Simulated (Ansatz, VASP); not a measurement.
# InSe in VASP and in Ansatz

```
In Se
1.0
     2.00000    1.15470    8.44000
    -2.00000    1.15470    8.44000
     0.00000   -2.30940    8.44000
In Se
2 2
Cartesian
  0.0000 0.0000 22.4994
  0.0000 0.0000 0.0000
  0.0000 0.0000 4.3525
  0.0000 0.0000 9.7102
```

Alike in both runs: task single point; functional LDA; k mesh 8 × 8 × 8; occupations gaussian, width 0.02 eV; no spin polarisation.

|  | VASP | Ansatz |
| --- | --- | --- |
| version | VASP 6.6.1 | Ansatz 0.2.0 |
| potentials or method | VASP PAW LDA potentials, release 64 (In_d, Se), cutoff 520 eV | scalar-relativistic, plane waves, PAW |
| valence electrons in the cell | 38 | 58 |

```csv
,VASP,Ansatz,Ansatz less VASP
rms of the force components (eV/Å),0.101,0.098,-0.0034
```

LDA's correlation is that of Perdew and Zunger in VASP and of Perdew and Wang (1992) in Ansatz. Atom by atom the forces differ by 0.013 eV/Å (rms over components). VASP's potentials hold 38 valence electrons a cell and Ansatz's 58, so a difference there can come from the potentials and not from the codes.
